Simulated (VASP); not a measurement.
Si2Ni:

```
Si Ni
1.0
     0.00000    2.77849    2.77849
     2.77849    0.00000    2.77849
     2.77849    2.77849    0.00000
Si Ni
2 1
Cartesian
  1.3892 1.3892 1.3892
  4.1677 4.1677 4.1677
  0.0000 0.0000 0.0000
```

Base run:

```yaml
Program: VASP 6.6.1
Functional: LDA
Potentials_or_basis: VASP PAW LDA potentials, release 64 (Si, Ni)
Cutoff: 520 eV
k_mesh: 14 × 14 × 14
Occupations: gaussian, width 0.15 eV
Spin: collinear spin, ferromagnetic start
Starting_moments: "[0.0, 0.0, 0.75] μB"
Fixed_moment: 0.75 μB
```

Its results: pressure -12.9 GPa; site moments Si +0.10; Ni +0.35 μB.

The run is repeated on the same cell with these changes: fixed moment from 0.75 μB to 0.5 μB; moments at the start from [0.0, 0.0, 0.75] to [0.0, 0.0, 0.5]. What comes out?

Pressure -13.8 GPa; site moments Si +0.06; Ni +0.25 μB.

Caveats: the total moment is fixed, so each spin has its own Fermi level.
